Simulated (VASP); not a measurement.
# BeCr3 (Pm-3m) in VASP: a series of runs

Runs on BeCr3. Level: PBE. Tasks: single point.

Everything below comes from runs of VASP 6.6.1. Logs are shortened: lines on timing, memory, paths and dates and some standing lists are left out, and cuts for length are marked.

## Step 1: The cell of the first run

It takes space group Pm-3m (No. 221, cubic). Conventional cell: a = 3.417 Å, b = 3.417 Å, c = 3.417 Å, α = 90.00°, β = 90.00°, γ = 90.00°. Be (site symmetry m-3m) has 12 Cr at 2.42 Å within 3.2 Å. Cr (site symmetry 4/mmm) has 4 Be at 2.42 Å and 8 Cr at 2.42 Å within 3.2 Å.

## Step 2: Single point, PBE, collinear spin, ferromagnetic start

File INCAR:

```
SYSTEM = BeCr3
  PREC = Accurate
  ENCUT = 520
  EDIFF = 1E-6
  ISMEAR = -1
  SIGMA = 0.05
  LREAL = .FALSE.
  LASPH = .TRUE.
  NELM = 150
  ALGO = Normal
  ISIF = 2
  LWAVE = .FALSE.
  LCHARG = .FALSE.
  ISPIN = 2
  MAGMOM = 0 3.9 3.9 3.9
  LORBIT = 11
  LMAXMIX = 4
  GGA = PE
  NBANDS = 31
```

File KPOINTS:

```
Automatic mesh
0
G
  7 7 7
  0 0 0
```

File POSCAR:

```
BeCr3
1.0
    3.4173642753      0.0000000000      0.0000000000
    0.0000000000      3.4173642753      0.0000000000
    0.0000000000      0.0000000000      3.4173642753
Be Cr
1 3
Direct
    0.0000000000      0.0000000000      0.0000000000
    0.0000000000      0.5000000000      0.5000000000
    0.5000000000      0.0000000000      0.5000000000
    0.5000000000      0.5000000000      0.0000000000
```

Potentials or basis: VASP PAW PBE potentials, release 64 (Be, Cr_pv).

Command:

```
> cat potpaw_PBE.64/Be/POTCAR potpaw_PBE.64/Cr_pv/POTCAR > POTCAR
> mpirun -np 1 vasp_std > vasp.out
```

OUTCAR:

```text
SYSTEM = BeCr3
   PREC = Accurate
   ENCUT = 520
   EDIFF = 1E-6
   ISMEAR = -1
   LREAL = .FALSE.
   LASPH = .TRUE.
   NELM = 150
   ISIF = 2
   ISPIN = 2
   LORBIT = 11
   GGA = PE

 ion  position               nearest neighbor table
   1  0.000  0.000  0.000-   2 2.42   3 2.42   4 2.42   2 2.42   3 2.42   2 2.42   4 2.42   2 2.42
                             3 2.42   4 2.42   3 2.42   4 2.42
   2  0.000  0.500  0.500-   1 2.42   3 2.42   4 2.42   1 2.42   4 2.42   1 2.42   3 2.42   1 2.42
                             3 2.42   4 2.42   4 2.42   3 2.42
   3  0.500  0.000  0.500-   1 2.42   2 2.42   4 2.42   1 2.42   4 2.42   2 2.42   4 2.42   4 2.42
                             1 2.42   2 2.42   1 2.42   2 2.42
   4  0.500  0.500  0.000-   1 2.42   2 2.42   3 2.42   2 2.42   3 2.42   1 2.42   3 2.42   3 2.42
                             1 2.42   2 2.42   2 2.42   1 2.42

  LATTYP: Found a simple cubic cell.
 ALAT       =     3.4173642753

  Lattice vectors:

 A1 = (   3.4173642753,   0.0000000000,   0.0000000000)
 A2 = (   0.0000000000,   3.4173642753,   0.0000000000)
 A3 = (   0.0000000000,   0.0000000000,   3.4173642753)

Analysis of symmetry for initial positions (statically):
=====================================================================
 Subroutine PRICEL returns:
 Original cell was already a primitive cell.

 Routine SETGRP: Setting up the symmetry group for a
 simple cubic supercell.

 Subroutine GETGRP returns: Found 48 space group operations
 (whereof 48 operations were pure point group operations)
 out of a pool of 48 trial point group operations.

The static configuration has the point symmetry O_h .

Analysis of symmetry for dynamics (positions and initial velocities):
=====================================================================
 Subroutine PRICEL returns:
 Original cell was already a primitive cell.

 Routine SETGRP: Setting up the symmetry group for a
 simple cubic supercell.

 Subroutine GETGRP returns: Found 48 space group operations
 (whereof 48 operations were pure point group operations)
 out of a pool of 48 trial point group operations.

The dynamic configuration has the point symmetry O_h .

Analysis of structural, dynamic, and magnetic symmetry:
=====================================================================
 Subroutine PRICEL returns:
 Original cell was already a primitive cell.

 Routine SETGRP: Setting up the symmetry group for a
 simple cubic supercell.

 Subroutine GETGRP returns: Found 48 space group operations
 (whereof 48 operations were pure point group operations)
 out of a pool of 48 trial point group operations.

The overall configuration has the point symmetry O_h .

 Subroutine INISYM returns: Found 48 space group operations
 (whereof 48 operations are pure point group operations),
 and found     1 'primitive' translations

----------------------------------------------------------------------------------------

                                     Primitive cell

  volume of cell :      39.9093

  direct lattice vectors                    reciprocal lattice vectors
     3.417364275  0.000000000  0.000000000     0.292623180  0.000000000  0.000000000
     0.000000000  3.417364275  0.000000000     0.000000000  0.292623180  0.000000000
     0.000000000  0.000000000  3.417364275     0.000000000  0.000000000  0.292623180

  length of vectors
     3.417364275  3.417364275  3.417364275     0.292623180  0.292623180  0.292623180

  position of ions in fractional coordinates (direct lattice)
     0.000000000  0.000000000  0.000000000
     0.000000000  0.500000000  0.500000000
     0.500000000  0.000000000  0.500000000
     0.500000000  0.500000000  0.000000000

  ion indices of the primitive-cell ions
   primitive index   ion index
                 1           1
                 2           2
                 3           3
                 4           4

----------------------------------------------------------------------------------------

 KPOINTS: Automatic mesh

Automatic generation of k-mesh.
 Grid dimensions read from file:
 generate k-points for:    7    7    7

 Generating k-lattice:

  Cartesian coordinates                     Fractional coordinates (reciprocal lattice)
     0.041803311  0.000000000  0.000000000     0.142857143  0.000000000  0.000000000
     0.000000000  0.041803311  0.000000000     0.000000000  0.142857143  0.000000000
     0.000000000  0.000000000  0.041803311     0.000000000  0.000000000  0.142857143

  Length of vectors
     0.041803311  0.041803311  0.041803311

  Shift w.r.t. Gamma in fractional coordinates (k-lattice)
     0.000000000  0.000000000  0.000000000

 Subroutine IBZKPT returns following result:
 ===========================================

 Found     20 irreducible k-points:

 Following reciprocal coordinates:
            Coordinates               Weight
  0.000000  0.000000  0.000000      1.000000
  0.142857  0.000000  0.000000      6.000000
  0.285714  0.000000  0.000000      6.000000
  0.428571  0.000000  0.000000      6.000000
  0.142857  0.142857  0.000000     12.000000
  0.285714  0.142857  0.000000     24.000000
[... 12 lines left out ...]
  0.428571  0.428571  0.285714     24.000000
  0.428571  0.428571  0.428571      8.000000
   k-points           NKPTS =     20   k-points in BZ     NKDIM =     20   number of bands    NBANDS=     31
   number of dos      NEDOS =    301   number of ions     NIONS =      4
   total plane-waves  NPLWV =  21952
   dimension x,y,z NGX =    28 NGY =   28 NGZ =   28
   dimension x,y,z NGXF=    56 NGYF=   56 NGZF=   56
   ions per type =               1   3
   NGX,Y,Z   is equivalent  to a cutoff of  13.62, 13.62, 13.62 a.u.
   NGXF,Y,Z  is equivalent  to a cutoff of  27.24, 27.24, 27.24 a.u.
 SYSTEM =  BeCr3
   PREC   = accura    normal or accurate (medium, high low for compatibility)
   ISTART =      0    job   : 0-new  1-cont  2-samecut
   ICHARG =      2    charge: 1-file 2-atom 10-const
   ISPIN  =      2    spin polarized calculation?
   LNONCOLLINEAR =      F non collinear calculations
   LSORBIT =      F    spin-orbit coupling
   LASPH  =      T    aspherical Exc in radial PAW
   ENCUT  =  520.0 eV  38.22 Ry    6.18 a.u.   6.35  6.35  6.35*2*pi/ulx,y,z
   NELM   =    150;   NELMIN=  2; NELMDL= -5     # of ELM steps
   EDIFF  = 0.1E-05   stopping-criterion for ELM
   LREAL  =      F    real-space projection
   EDIFFG = 0.1E-04   stopping-criterion for IOM
   NSW    =      0    number of steps for IOM
   IBRION =     -1    ionic relax: 0-MD 1-quasi-New 2-CG
   NFREE  =      0    steps in history (QN), initial steepest desc. (CG)
   ISIF   =      2    stress and relaxation
   ISYM   =      2    0-nonsym 1-usesym 2-fastsym
   POTIM  = 0.5000    time-step for ionic-motion
   TEBEG  =    0.0;   TEEND  =   0.0 temperature during run
   PSTRESS=    0.0 pullay stress
   NELECT =      38.0000    total number of electrons
   NUPDOWN=      -1.0000    fix difference up-down
   EMIN   =  10.00;   EMAX   =-10.00  energy-range for DOS
   EFERMI =   0.00;   METHOD = LEGACY
   ISMEAR =    -1;   SIGMA  =   0.05  broadening in eV -4-tet -1-fermi 0-gaus
   EFERMI_NEDOS =   21; number of points for ismear=-14 and -15
   IALGO  =     38    algorithm
   IMIX   =      4    mixing-type and parameters
     AMIX     =   0.40;   BMIX     =  1.00
     AMIX_MAG =   1.60;   BMIX_MAG =  1.00
  volume/ion in A,a.u.               =       9.98        67.33
  Fermi-wavevector in a.u.,A,eV,Ry     =   1.610564  3.043525 35.292392  2.593918
  Thomas-Fermi vector in A             =   2.706094
   LORBIT       =     11    0 simple, 1 ext, 2 COOP (PROOUT), +10 PAW based schemes
   GGA     = PE    functional components
   LHFCALC =     F    Hartree Fock is set to
   AEXX    =    0.0000 exact exchange contribution
   IVDW    =     0    specifies the selected vdW correction
   LEPSILON=     F    determine dielectric tensor
   LRPA    =     F    only Hartree local field effects (RPA)
 spin polarized calculation
  energy-cutoff  :      520.00
  volume of cell :       39.91
 maximum number of plane-waves:      1092
 NGX is ok and might be reduce to    28
   NGX = 13   NGY = 13   NGZ = 13

 number of electron      38.0000028 magnetization      -0.0004629

 number of electron      38.0000028 magnetization       0.0005580

 Free energy of the ion-electron system (eV)
  ---------------------------------------------------
  ext. energy  EPLUGINS =         0.00000000
  ---------------------------------------------------
  free energy    TOTEN  =       -31.64493664 eV

  energy without entropy =      -31.61211162  energy(sigma->0) =      -31.62852413

 E-fermi :  10.9335     XC(G=0): -13.4230

 val. band max:       10.9293399199   @ k =   0.2857   0.1429   0.0000
 cond. band min:      10.9496486698   @ k =   0.4286   0.2857   0.2857
 fundamental gap:      0.0203087499
 Fermi energy:        10.9335029660

 spin component 1

 k-point     1 :       0.0000    0.0000    0.0000
  band No.  band energies     occupation
      1     -32.5034      1.00000
      2     -32.5034      1.00000
      3     -32.5034      1.00000
      4     -31.8935      1.00000
      5     -31.8935      1.00000
      6     -31.8935      1.00000
[... 669 lines left out ...]
     30      18.3539      0.00000
     31      18.3585      0.00000
 Fermi energy:        10.9335029660

 spin component 2

 k-point     1 :       0.0000    0.0000    0.0000
  band No.  band energies     occupation
      1     -32.5032      1.00000
      2     -32.5032      1.00000
      3     -32.5032      1.00000
      4     -31.8933      1.00000
      5     -31.8933      1.00000
      6     -31.8933      1.00000
[... 669 lines left out ...]
     30      18.3542      0.00000
     31      18.3587      0.00000

------------------------ aborting loop because EDIFF is reached ----------------------------------------

  FORCE on cell =-STRESS in cart. coord.  units (eV):
  Direction    XX          YY          ZZ          XY          YZ          ZX
  --------------------------------------------------------------------------------------
  -------------------------------------------------------------------------------------
  Total        4.9058574      4.9058574      4.9058574      0.0000000      0.0000000      0.0000000
  in kB      196.9480457    196.9480457    196.9480457      0.0000000      0.0000000      0.0000000
  external PRESSURE =     196.9480457 kB  Pullay stress =       0.0000000 kB

 VOLUME and BASIS-vectors are now :
 -----------------------------------------------------------------------------
  energy-cutoff  :      520.00
  volume of cell :       39.91
      direct lattice vectors                 reciprocal lattice vectors
     3.417364275  0.000000000  0.000000000     0.292623180  0.000000000  0.000000000
     0.000000000  3.417364275  0.000000000     0.000000000  0.292623180  0.000000000
     0.000000000  0.000000000  3.417364275     0.000000000  0.000000000  0.292623180

 POSITION                                       TOTAL-FORCE (eV/Angst)
 -----------------------------------------------------------------------------------
      0.00000      0.00000      0.00000         0.000000      0.000000      0.000000
      0.00000      1.70868      1.70868         0.000000      0.000000      0.000000
      1.70868      0.00000      1.70868         0.000000      0.000000      0.000000
      1.70868      1.70868      0.00000         0.000000      0.000000      0.000000
 -----------------------------------------------------------------------------------
    total drift:                                0.000000      0.000000      0.000000

  FREE ENERGIE OF THE ION-ELECTRON SYSTEM (eV)
  ---------------------------------------------------
  free  energy   TOTEN  =       -31.6449366419 eV

  energy  without entropy=      -31.6121116174  energy(sigma->0) =      -31.62852413

 total charge

# of ion       s       p       d       tot
------------------------------------------
    1        0.472   0.807   0.000   1.279
    2        0.454   6.419   4.362  11.235
    3        0.454   6.419   4.362  11.235
    4        0.454   6.419   4.362  11.235
--------------------------------------------------
tot          1.835  20.062  13.086  34.983

 magnetization (x)

# of ion       s       p       d       tot
------------------------------------------
    1       -0.000  -0.000   0.000  -0.000
    2        0.000   0.000   0.000   0.000
    3        0.000   0.000   0.000   0.000
    4        0.000   0.000   0.000   0.000
--------------------------------------------------
tot          0.000   0.000   0.000   0.000
```

Wall time 39 s (1 thread of AMD EPYC 9R14 (Zen 4), shared host); peak memory 0.16 GiB.

What came out:

- Free energy: -31.6449 eV
- Pressure: 19.7 GPa
- Band gap on the k mesh: zero (filled and empty bands overlap)
- Net moment: 0.00 μB per cell
- Valence electrons inside the program's atomic spheres: Be 1.28; Cr 11.23

Caveat: the starting moments collapsed, and a magnetic state may lie lower.

## Step 3: Single point, PBE, collinear spin, ferromagnetic start

This run uses another cell than the first one, of 10.35 Å³/atom, 1.037 times its volume.

File INCAR:

```
SYSTEM = BeCr3
PREC     = Accurate       ! precision mode
ENCUT    = 520            ! plane-wave cutoff, eV
EDIFF    = 1E-7           ! SCF threshold, eV
ISMEAR   = -1             ! smearing method
SIGMA    = 0.05           ! smearing width, eV
LREAL    = .FALSE.        ! projectors in reciprocal space
LASPH    = .TRUE.         ! aspherical terms in the spheres
NELM     = 150            ! most SCF steps
ALGO     = Normal         ! electronic algorithm
ISIF     = 2              ! what is computed and relaxed
LWAVE    = .FALSE.        ! write WAVECAR
LCHARG   = .TRUE.         ! write CHGCAR
ISPIN    = 2              ! spin polarisation
MAGMOM   = 0 3.9 3.9 3.9  ! initial moments
LORBIT   = 11             ! projections on sites
LMAXMIX  = 4              ! l up to which the mixer works
GGA      = PE             ! functional
LELF     = .TRUE.         ! ELF
LVHAR    = .TRUE.       
NBANDS   = 31             ! bands
```

File KPOINTS:

```
regular mesh
0
G
  7 7 7
  0 0 0
```

File POSCAR:

```
BeCr3
1.0
    3.4593190347      0.0000000000      0.0000000000
    0.0000000000      3.4593190347      0.0000000000
    0.0000000000      0.0000000000      3.4593190347
Be Cr
1 3
Direct
    0.0000000000      0.0000000000      0.0000000000
    0.0000000000      0.5000000000      0.5000000000
    0.5000000000      0.0000000000      0.5000000000
    0.5000000000      0.5000000000      0.0000000000
```

Potentials or basis: VASP PAW PBE potentials, release 64 (Be, Cr_pv).

Command:

```
> cat potpaw_PBE.64/Be/POTCAR potpaw_PBE.64/Cr_pv/POTCAR > POTCAR
> mpirun -np 1 vasp_std > vasp.out
```

Wall time 43 s (1 thread of AMD EPYC 9R14 (Zen 4), shared host); peak memory 0.16 GiB.

It converged, with:

| Property | Result |
| --- | --- |
| Free energy | -31.7807 eV |
| Pressure | 9.7 GPa |
| Band gap on the k mesh | zero (filled and empty bands overlap) |
| Net moment | 0.00 μB per cell |
| Valence electrons inside the program's atomic spheres | Be 1.23; Cr 11.15 |

Levels at points of the mesh, in eV from the Fermi level:
Spin up:
```
           k point  band 16  band 17  band 18  band 19  band 20  band 21  band 22  band 23
(0.00, 0.00, 0.00)    -3.10     0.64     0.64     0.64     1.85     1.85     1.85     1.92
```
Spin down:
```csv
k point,band 17,band 18,band 19,band 20,band 21,band 22
"(0.00, 0.00, 0.00)",0.64,0.64,0.64,1.85,1.85,1.85
```

Caveat: the starting moments collapsed, and a magnetic state may lie lower.

[end of part 1 of 2]
